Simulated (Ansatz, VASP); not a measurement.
BaZnH4: VASP beside Ansatz

```
CELL_PARAMETERS angstrom
3.77085 0.00000 0.00000
0.00000 3.77085 0.00000
0.00000 0.00000 5.01401
ATOMIC_POSITIONS crystal
Ba 0.50000 0.50000 0.50000
Zn 0.00000 0.00000 0.00000
H 0.00000 0.00000 0.66914
H 0.50000 0.00000 0.00000
H 0.00000 0.50000 0.00000
H 0.00000 0.00000 0.33086
```

Alike in both runs: functional PBE; k mesh 4 × 4 × 4; occupations gaussian, width 0.1 eV; no spin polarisation.

Ansatz relaxed the structure, and its values are those at the end. VASP's run is a single point on that final structure, the one shown.

|  | VASP | Ansatz |
| --- | --- | --- |
| version | VASP 6.6.1 | Ansatz 0.2.0 |
| potentials or method | VASP PAW PBE potentials, release 64 (Ba_sv, Zn, H), cutoff 520 eV | scalar-relativistic, plane waves, PAW |
| valence electrons in the cell | 26 | 26 |

```tsv
	VASP	Ansatz	Ansatz less VASP
gap on the k mesh at the Fermi level (eV)	none	none	-
pressure (GPa)	0.7	0.0	-0.66
rms of the force components (eV/Å)	0.004	0.004	-0.0007
```

A gap of «none» marks a metal or a gap that the smearing closes. The functional is the same, so the differences come from potentials, cutoffs and numerics.

The k mesh is coarse, so the values compare programs but aren't converged. Spin-orbit coupling is off throughout.
